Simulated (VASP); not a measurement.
# Hf2SnTe6 (R-3) in VASP: relaxation of cell and atoms with PBE

Aim: the relaxation of cell and atoms of Hf2SnTe6 with PBE.

Program: VASP 6.6.1. These are calculated values, not measurements. Logs are shortened: lines on timing, memory, paths and dates and some standing lists are left out, and cuts for length are marked.

### 1 The cell of the first run

It takes space group R-3 (No. 148, trigonal). The conventional cell has a = 7.055 Å, b = 7.055 Å, c = 21.233 Å, α = 90.00°, β = 90.00°, γ = 120.00°. Within 3.8 Å of Hf (site symmetry 3) lie 6 Te at 2.90 Å. Within 4.1 Å of Sn (site symmetry -3) lie 6 Te at 3.03 Å and 6 Hf at 4.07 Å. Te (site symmetry 1) has 2 Hf at 2.90 Å and 1 Sn at 3.03 Å within 3.8 Å.

### 2 Relaxation of cell and atoms, PBE

File INCAR:

```
SYSTEM = Hf2SnTe6
PREC = Accurate ; ENCUT = 600
EDIFF = 1E-7 ; ISMEAR = 0
SIGMA = 0.1 ; LREAL = .False.
LASPH = .True. ; NELM = 60
ALGO = Normal ; ISIF = 3
LWAVE = .False. ; LCHARG = .False.
GGA = PE ; IBRION = 2
NSW = 100 ; EDIFFG = -0.01
```

File KPOINTS:

```
regular mesh
0
Gamma
  6 6 6
  0 0 0
```

File POSCAR:

```
Hf2SnTe6
1.0
    3.5273899042      2.0365395107      7.0777358559
   -3.5273899042      2.0365395107      7.0777358559
    0.0000000000     -4.0730790215      7.0777358559
Hf Sn Te
2 1 6
Direct
    0.6666132305      0.6666132305      0.6666132305
    0.3333867695      0.3333867695      0.3333867695
    0.0000000000      0.0000000000      0.0000000000
    0.0837749238      0.4324635192      0.7341921829
    0.7341921829      0.0837749238      0.4324635192
    0.4324635192      0.7341921829      0.0837749238
    0.5675364808      0.2658078171      0.9162250762
    0.2658078171      0.9162250762      0.5675364808
    0.9162250762      0.5675364808      0.2658078171
```

Potentials or basis: VASP PAW PBE potentials, release 64 (Hf_pv, Sn_d, Te).

Command:

```bash
$ cat potpaw_PBE.64/Hf_pv/POTCAR potpaw_PBE.64/Sn_d/POTCAR potpaw_PBE.64/Te/POTCAR > POTCAR
$ mpirun -np 1 vasp_std > vasp.out
```

OUTCAR:

```text
SYSTEM = Hf2SnTe6
   PREC = Accurate
   ENCUT = 600
   EDIFF = 1E-7
   ISMEAR = 0
   LREAL = .False.
   LASPH = .True.
   NELM = 60
   ISIF = 3
   GGA = PE
   IBRION = 2
   NSW = 100
   EDIFFG = -0.01

 ion  position               nearest neighbor table
   1  0.667  0.667  0.667-   7 2.90   8 2.90   9 2.90   5 2.90   4 2.90   6 2.90
   2  0.333  0.333  0.333-   6 2.90   5 2.90   4 2.90   8 2.90   9 2.90   7 2.90
   3  0.000  0.000  0.000-   4 3.03   9 3.03   7 3.03   6 3.03   8 3.03   5 3.03
   4  0.084  0.432  0.734-   2 2.90   1 2.90   3 3.03
   5  0.734  0.084  0.432-   2 2.90   1 2.90   3 3.03
   6  0.432  0.734  0.084-   2 2.90   1 2.90   3 3.03
   7  0.568  0.266  0.916-   1 2.90   2 2.90   3 3.03
   8  0.266  0.916  0.568-   1 2.90   2 2.90   3 3.03
   9  0.916  0.568  0.266-   1 2.90   2 2.90   3 3.03

  LATTYP: Found a trigonal (rhomboedric) cell.
 ALAT       =     8.1660466298
 COS(alpha) =     0.6268244172

  Lattice vectors:

 A1 = (   3.5273899042,   2.0365395107,   7.0777358559)
 A2 = (  -3.5273899042,   2.0365395107,   7.0777358559)
 A3 = (   0.0000000000,  -4.0730790215,   7.0777358559)

Analysis of symmetry for initial positions (statically):
=====================================================================
 Subroutine PRICEL returns:
 Original cell was already a primitive cell.

 Routine SETGRP: Setting up the symmetry group for a
 trigonal (rhombohedral) supercell.

 Subroutine GETGRP returns: Found  6 space group operations
 (whereof  6 operations were pure point group operations)
 out of a pool of 12 trial point group operations.

The static configuration has the point symmetry S_6 .

Analysis of symmetry for dynamics (positions and initial velocities):
=====================================================================
 Subroutine PRICEL returns:
 Original cell was already a primitive cell.

 Routine SETGRP: Setting up the symmetry group for a
 trigonal (rhombohedral) supercell.

 Subroutine GETGRP returns: Found  6 space group operations
 (whereof  6 operations were pure point group operations)
 out of a pool of 12 trial point group operations.

The dynamic configuration has the point symmetry S_6 .

 Subroutine INISYM returns: Found  6 space group operations
 (whereof  6 operations are pure point group operations),
 and found     1 'primitive' translations

----------------------------------------------------------------------------------------

                                     Primitive cell

  volume of cell :     305.0647

  direct lattice vectors                    reciprocal lattice vectors
     3.527389904  2.036539511  7.077735856     0.141747868  0.081838170  0.047096040
    -3.527389904  2.036539511  7.077735856    -0.141747868  0.081838170  0.047096040
     0.000000000 -4.073079021  7.077735856     0.000000000 -0.163676340  0.047096040

  length of vectors
     8.166046630  8.166046630  8.166046630     0.170317296  0.170317296  0.170317296

  position of ions in fractional coordinates (direct lattice)
     0.666613230  0.666613230  0.666613230
     0.333386770  0.333386770  0.333386770
     0.000000000  0.000000000  0.000000000
     0.083774924  0.432463519  0.734192183
     0.734192183  0.083774924  0.432463519
     0.432463519  0.734192183  0.083774924
     0.567536481  0.265807817  0.916225076
     0.265807817  0.916225076  0.567536481
     0.916225076  0.567536481  0.265807817

  ion indices of the primitive-cell ions
   primitive index   ion index
                 1           1
                 2           2
                 3           3
                 4           4
                 5           5
                 6           6
                 7           7
                 8           8
                 9           9

----------------------------------------------------------------------------------------

 KPOINTS: regular mesh

Automatic generation of k-mesh.
 Grid dimensions read from file:
 generate k-points for:    6    6    6

 Generating k-lattice:

  Cartesian coordinates                     Fractional coordinates (reciprocal lattice)
     0.023624645  0.013639695  0.007849340     0.166666667  0.000000000  0.000000000
    -0.023624645  0.013639695  0.007849340     0.000000000  0.166666667  0.000000000
     0.000000000 -0.027279390  0.007849340     0.000000000  0.000000000  0.166666667

  Length of vectors
     0.028386216  0.028386216  0.028386216

  Shift w.r.t. Gamma in fractional coordinates (k-lattice)
     0.000000000  0.000000000  0.000000000

 Subroutine IBZKPT returns following result:
 ===========================================

 Found     40 irreducible k-points:

 Following reciprocal coordinates:
            Coordinates               Weight
  0.000000  0.000000  0.000000      1.000000
  0.166667 -0.000000 -0.000000      6.000000
  0.333333  0.000000 -0.000000      6.000000
  0.500000 -0.000000 -0.000000      3.000000
  0.166667  0.166667 -0.000000      6.000000
  0.333333  0.166667 -0.000000      6.000000
[... 16 lines left out ...]
  0.333333  0.333333  0.166667      6.000000
  0.500000  0.333333  0.166667      6.000000
 [... further k-points ...]
   k-points           NKPTS =     40   k-points in BZ     NKDIM =     40   number of bands    NBANDS=     42
   number of dos      NEDOS =    301   number of ions     NIONS =      9
   total plane-waves  NPLWV = 343000
   dimension x,y,z NGX =    70 NGY =   70 NGZ =   70
   dimension x,y,z NGXF=   140 NGYF=  140 NGZF=  140
   ions per type =               2   1   6
   NGX,Y,Z   is equivalent  to a cutoff of  14.25, 14.25, 14.25 a.u.
   NGXF,Y,Z  is equivalent  to a cutoff of  28.50, 28.50, 28.50 a.u.
 SYSTEM =  Hf2SnTe6
   PREC   = accura    normal or accurate (medium, high low for compatibility)
   ISTART =      0    job   : 0-new  1-cont  2-samecut
   ICHARG =      2    charge: 1-file 2-atom 10-const
   ISPIN  =      1    spin polarized calculation?
   LNONCOLLINEAR =      F non collinear calculations
   LSORBIT =      F    spin-orbit coupling
   LASPH  =      T    aspherical Exc in radial PAW
   ENCUT  =  600.0 eV  44.10 Ry    6.64 a.u.  16.31 16.31 16.31*2*pi/ulx,y,z
   NELM   =     60;   NELMIN=  2; NELMDL= -5     # of ELM steps
   EDIFF  = 0.1E-06   stopping-criterion for ELM
   LREAL  =      F    real-space projection
   EDIFFG = -.1E-01   stopping-criterion for IOM
   NSW    =    100    number of steps for IOM
   IBRION =      2    ionic relax: 0-MD 1-quasi-New 2-CG
   NFREE  =      1    steps in history (QN), initial steepest desc. (CG)
   ISIF   =      3    stress and relaxation
   ISYM   =      2    0-nonsym 1-usesym 2-fastsym
   POTIM  = 0.5000    time-step for ionic-motion
   TEBEG  =    0.0;   TEEND  =   0.0 temperature during run
   PSTRESS=    0.0 pullay stress
   NELECT =      70.0000    total number of electrons
   NUPDOWN=      -1.0000    fix difference up-down
   EMIN   =  10.00;   EMAX   =-10.00  energy-range for DOS
   EFERMI =   0.00;   METHOD = LEGACY
   ISMEAR =     0;   SIGMA  =   0.10  broadening in eV -4-tet -1-fermi 0-gaus
   EFERMI_NEDOS =   21; number of points for ismear=-14 and -15
   IALGO  =     38    algorithm
   IMIX   =      4    mixing-type and parameters
     AMIX     =   0.40;   BMIX     =  1.00
     AMIX_MAG =   1.60;   BMIX_MAG =  1.00
  volume/ion in A,a.u.               =      33.90       228.74
  Fermi-wavevector in a.u.,A,eV,Ry     =   1.002252  1.893981 13.667172  1.004509
  Thomas-Fermi vector in A             =   2.134727
   LORBIT       =      0    0 simple, 1 ext, 2 COOP (PROOUT), +10 PAW based schemes
   GGA     = PE    functional components
   LHFCALC =     F    Hartree Fock is set to
   AEXX    =    0.0000 exact exchange contribution
   IVDW    =     0    specifies the selected vdW correction
   LEPSILON=     F    determine dielectric tensor
   LRPA    =     F    only Hartree local field effects (RPA)
 conjugate gradient relaxation of ions
 non-spin polarized calculation
 Gauss-broadening in eV      SIGMA  =   0.10
  energy-cutoff  :      600.00
  volume of cell :      305.06
 maximum number of plane-waves:     10211
 NGX is ok and might be reduce to    70
   NGX = 33   NGY = 33   NGZ = 33

--------------------------------------- Ionic step        1  -------------------------------------------

 number of electron      70.0000000 magnetization

 Free energy of the ion-electron system (eV)
  ---------------------------------------------------
  ext. energy  EPLUGINS =         0.00000000
  ---------------------------------------------------
  free energy    TOTEN  =       -47.46625133 eV

  energy without entropy =      -47.43438863  energy(sigma->0) =      -47.45031998

------------------------ aborting loop because EDIFF is reached ----------------------------------------

  FORCE on cell =-STRESS in cart. coord.  units (eV):
  Direction    XX          YY          ZZ          XY          YZ          ZX
  --------------------------------------------------------------------------------------
  -------------------------------------------------------------------------------------
  Total       -0.2121115     -0.2121115     -0.2785248      0.0000000      0.0000000      0.0000000
  in kB       -1.1139940     -1.1139940     -1.4627917      0.0000002      0.0000000      0.0000000
  external PRESSURE =      -1.2302599 kB  Pullay stress =       0.0000000 kB
[... 114 lines left out ...]
  energy  without entropy=      -47.4354470406  energy(sigma->0) =      -47.45145785

--------------------------------------- Ionic step        4  -------------------------------------------

 number of electron      70.0000000 magnetization

 E-fermi :   4.3440     XC(G=0):  -8.9740

 val. band max:        4.3411660105   @ k =  -0.3333   0.5000   0.1667
 cond. band min:       4.3440702171   @ k =  -0.3333   0.1667   0.0000
 fundamental gap:      0.0029042066
 Fermi energy:         4.3440114282

 k-point     1 :       0.0000    0.0000    0.0000
  band No.  band energies     occupation
      1     -26.9015      2.00000
      2     -26.9015      2.00000
      3     -26.8777      2.00000
      4     -26.8777      2.00000
      5     -26.8417      2.00000
      6     -26.8326      2.00000
[... 1197 lines left out ...]
  energy  without entropy=      -47.4364329732  energy(sigma->0) =      -47.45353214

--------------------------------------- Ionic step        7  -------------------------------------------

 number of electron      70.0000000 magnetization

 Free energy of the ion-electron system (eV)
  ---------------------------------------------------
  ext. energy  EPLUGINS =         0.00000000
  ---------------------------------------------------
  free energy    TOTEN  =       -47.47078260 eV

  energy without entropy =      -47.43642609  energy(sigma->0) =      -47.45360434

 E-fermi :   4.2911     XC(G=0):  -8.9527

 val. band max:        4.2891492138   @ k =  -0.1667   0.1667   0.1667
 cond. band min:       4.2913473856   @ k =   0.5000   0.1667  -0.0000
 fundamental gap:      0.0021981718
 Fermi energy:         4.2911033457

 k-point     1 :       0.0000    0.0000    0.0000
  band No.  band energies     occupation
      1     -26.9372      2.00000
      2     -26.9372      2.00000
      3     -26.9136      2.00000
      4     -26.9136      2.00000
      5     -26.8772      2.00000
      6     -26.8682      2.00000
[... 1107 lines left out ...]
  FREE ENERGIE OF THE ION-ELECTRON SYSTEM (eV)
  ---------------------------------------------------
  free  energy   TOTEN  =       -47.4707825951 eV

  energy  without entropy=      -47.4364260932  energy(sigma->0) =      -47.45360434

 reached required accuracy - stopping structural energy minimisation
```

Run time: 61 min. Hardware: 1 thread of Intel Xeon 6975P-C (Granite Rapids), shared host; peak memory 1.1 GiB.

Results:

```
Free energy                           : -47.4708 eV
Relaxed volume                        : 33.98 Å³/atom
Relaxed cell                          : a = 8.172 Å, b = 8.172 Å, c = 8.172 Å, α = 51.19°, β = 51.19°, γ = 51.19°
Space group after relaxing (to 0.1 Å) : R-3 (No. 148)
Energy gained by relaxing             : 0.5 meV/atom
Ionic steps                           : 7
Pressure after relaxing               : 0.0 GPa
Largest force after relaxing          : 0.006 eV/Å
Band gap on the k mesh                : zero (bands 35 and 36 overlap by 0.74 eV)
```

Forces in eV/Å, atoms in the order of the input:
```
Hf   0.000  0.000 -0.006
Hf   0.000  0.000  0.006
Sn   0.000  0.000  0.000
Te   0.000  0.005  0.002
Te  -0.004 -0.002  0.002
Te   0.004 -0.003  0.002
Te  -0.004  0.003 -0.002
Te   0.004  0.002 -0.002
Te   0.000 -0.005 -0.002
```

Step by step:
```
step  energy change (eV)  largest force (eV/Å)  pressure (GPa)  volume (Å³)
   1              0.0000                0.0768           -0.12       305.06
   2             -0.0012                0.0494            0.14       303.92
   3             -0.0012                0.0499            0.12       304.01
   4             -0.0025                0.0389            0.09       304.42
   5             -0.0044                0.0140            0.01       305.66
   6             -0.0044                0.0134            0.00       305.79
   7             -0.0045                0.0056           -0.02       305.80
```

Final structure:
```yaml
crystal:
  lattice:
    - [3.53034, 2.03824, 7.08285]
    - [-3.53034, 2.03824, 7.08285]
    - [0.00000, -4.07649, 7.08285]
  atoms:
    - { symbol: Hf, position: [0.66672, 0.66672, 0.66672] }
    - { symbol: Hf, position: [0.33328, 0.33328, 0.33328] }
    - { symbol: Sn, position: [0.00000, 0.00000, 0.00000] }
    - { symbol: Te, position: [0.08351, 0.43547, 0.73106] }
    - { symbol: Te, position: [0.73106, 0.08351, 0.43547] }
    - { symbol: Te, position: [0.43547, 0.73106, 0.08351] }
    - { symbol: Te, position: [0.56453, 0.26894, 0.91649] }
    - { symbol: Te, position: [0.26894, 0.91649, 0.56453] }
    - { symbol: Te, position: [0.91649, 0.56453, 0.26894] }
```

Caveat: spin-orbit coupling is left out, which moves the levels of the heavy elements.
